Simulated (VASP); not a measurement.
A run of VASP 6.6.1 is set up as follows.

INCAR

```
SYSTEM = Sb
PREC = Accurate ; ENCUT = 600
EDIFF = 1E-7 ; ISMEAR = -1
SIGMA = 0.15 ; LREAL = .False.
LASPH = .True. ; NELM = 80
ALGO = Normal ; ISIF = 3
LWAVE = .False. ; LCHARG = .False.
GGA = PE ; IVDW = 12
IBRION = 2 ; NSW = 80
EDIFFG = -0.001 ; PSTRESS = 150.0
```

Contents of KPOINTS:

```
Automatic mesh
0
Gamma
  12 12 12
  0 0 0
```

POSCAR

```
Sb
1.0
    2.1154077441      1.2213312305      3.4671991940
   -2.1154077441      1.2213312305      3.4671991940
    0.0000000000     -2.4426624610      3.4671991940
Sb
2
Direct
    0.2464946055      0.2464946055      0.2464946055
    0.7535053945      0.7535053945      0.7535053945
```

Potentials or basis: VASP PAW PBE potentials, release 64 (Sb).

Launch:

```bash
$ cat potpaw_PBE.64/Sb/POTCAR > POTCAR
$ mpirun -np 1 vasp_std > vasp.out
```

Task: Predict the space group after relaxing (to 0.1 Å).

Result: Pm-3m (No. 221).

Task: Predict the relaxed cell.

Result: a = 4.101 Å, b = 4.101 Å, c = 4.101 Å, α = 59.97°, β = 59.97°, γ = 59.97°.

Final structure:
```cif
data_structure
_symmetry_space_group_name_H-M 'P 1'
_symmetry_Int_Tables_number 1
_cell_length_a 4.1015
_cell_length_b 4.1015
_cell_length_c 4.1015
_cell_angle_alpha 59.969
_cell_angle_beta 59.969
_cell_angle_gamma 59.969
_cell_volume 48.75
loop_
_atom_site_label
_atom_site_type_symbol
_atom_site_fract_x
_atom_site_fract_y
_atom_site_fract_z
_atom_site_occupancy
Sb1 Sb 0.25000 0.25000 0.25000 1
Sb2 Sb 0.75000 0.75000 0.75000 1
```
